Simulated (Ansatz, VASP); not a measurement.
**Ga2PN: VASP beside Ansatz**

```xyz
8
Lattice="-2.5232 2.5232 4.9498 2.5232 -2.5232 4.9498 2.5232 2.5232 -4.9498" Properties=species:S:1:pos:R:3 pbc="T T T"
Ga    1.2616    0.9706    3.7123
Ga    1.2616    1.5526   -1.2374
Ga   -0.9706    1.2616    6.1872
Ga    3.4938    1.2616    1.2374
P     0.0000    0.0000    0.0000
P     0.0000    2.5232    2.4749
N     0.0000    0.0000    4.9498
N     2.5232    0.0000    2.4749
```

Alike in both runs: functional PBE; k mesh 8 × 8 × 8; occupations gaussian, width 0.02 eV; no spin polarisation.

Ansatz relaxed the structure, and its values are those at the end. VASP's run is a single point on that final structure, the one shown.

```csv
,VASP,Ansatz
version,VASP 6.6.1,Ansatz 0.2.0
potentials or method,"VASP PAW PBE potentials, release 64 (Ga_d, P, N), cutoff 520 eV","scalar-relativistic, plane waves, PAW"
valence electrons in the cell,72,72
```

VASP gave:

```
gap on the k mesh at the Fermi level (eV) : 1.13
least direct gap on the mesh (eV)         : 1.13
pressure (GPa)                            : -0.1
rms of the force components (eV/Å)        : 0.010
```

Task: Estimate Ansatz's values.

Result: gap on the k mesh at the Fermi level (eV): 1.13; least direct gap on the mesh (eV): 1.13; pressure (GPa): 0.0; rms of the force components (eV/Å): 0.000.

The functional is the same, so the differences come from potentials, cutoffs and numerics.
